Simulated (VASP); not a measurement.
BiIr (zincblende type), 2 atoms in the cell. The structure is cubic, space group F-43m (No. 216). Conventional cell: a = 5.101 Å, b = 5.101 Å, c = 5.101 Å, α = 90.00°, β = 90.00°, γ = 90.00°. Ir (site symmetry -43m) has 4 Bi at 2.21 Å within 2.9 Å. Within 2.9 Å of Bi (site symmetry -43m) lie 4 Ir at 2.21 Å.  This cell differs from its parent crystal: volume scaled by 0.6.

```yaml
Program: VASP 6.6.1
Task: single point
Functional: PBEsol
Potentials_or_basis: VASP PAW PBE potentials, release 64 (Ir, Bi_d)
Cutoff: 520 eV
k_mesh: 12 × 12 × 12
Occupations: fermi-dirac, width 0.1 eV
Spin: no spin polarisation
Dipole_correction: no
Further_INCAR_settings: ALGO = Normal; EDIFF = 1e-06; NBANDS = 19
```

Potentials or basis: VASP PAW PBE potentials, release 64 (Ir, Bi_d).

Run with:

```console
$ cat potpaw_PBE.64/Ir/POTCAR potpaw_PBE.64/Bi_d/POTCAR > POTCAR
$ mpirun -np 1 vasp_std > vasp.out
```

Hardware: 1 thread of Intel(R) Xeon(R) Platinum 8488C (Sapphire Rapids) (shared host).

Problem. Estimate the wall time of this run.

Solution. It took 23 s on 1 thread of Intel(R) Xeon(R) Platinum 8488C (Sapphire Rapids), on a shared host, peak memory 0.19 GiB. Counts: scf iterations 11, k points 72.
